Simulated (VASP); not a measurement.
Sn2TeO3, 6 atoms in the cell. The structure is tetragonal, space group P4/mmm (No. 123). The conventional cell has a = 3.553 Å, b = 3.553 Å, c = 11.252 Å, α = 90.00°, β = 90.00°, γ = 90.00°. Within 4.0 Å of Sn (site symmetry 4mm) lie 8 O at 3.06 to 3.13 Å and 5 Sn at 3.55 to 3.75 Å and 1 Te at 3.75 Å. Within 4.2 Å of Te (site symmetry 4/mmm) lie 8 O at 3.22 Å and 4 Te at 3.55 Å and 2 Sn at 3.75 Å. O (site symmetry 4mm) has 4 Sn at 3.06 Å and 4 Te at 3.22 Å and 5 O at 3.55 to 3.62 Å within 4.0 Å. O (site symmetry 4/mmm) has 8 Sn at 3.13 Å and 6 O at 3.55 to 3.62 Å within 4.1 Å. 

* Program: VASP 6.6.1
* Task: single point
* Functional: PBE
* Potentials or basis: VASP PAW PBE potentials, release 64 (Sn_d, Te, O)
* Cutoff: 520 eV
* k mesh: 6 × 6 × 2
* Occupations: gaussian, width 0.1 eV
* Spin: no spin polarisation
* Dipole correction: no
* Further INCAR settings: ALGO = Normal; EDIFF = 1e-07; NBANDS = 35

Potentials or basis: VASP PAW PBE potentials, release 64 (Sn_d, Te, O).

Launch:

```bash
$ cat potpaw_PBE.64/Sn_d/POTCAR potpaw_PBE.64/Te/POTCAR potpaw_PBE.64/O/POTCAR > POTCAR
$ mpirun -np 1 vasp_std > vasp.out
```

Hardware: 1 thread of Intel(R) Xeon(R) Platinum 8488C (Sapphire Rapids) (shared host).

Problem. Estimate the wall time of this run.

Solution. It took 2.4 min on 1 thread of Intel(R) Xeon(R) Platinum 8488C (Sapphire Rapids), with other jobs on the host, peak memory 0.28 GiB. Counts: scf iterations 26, k points 20.
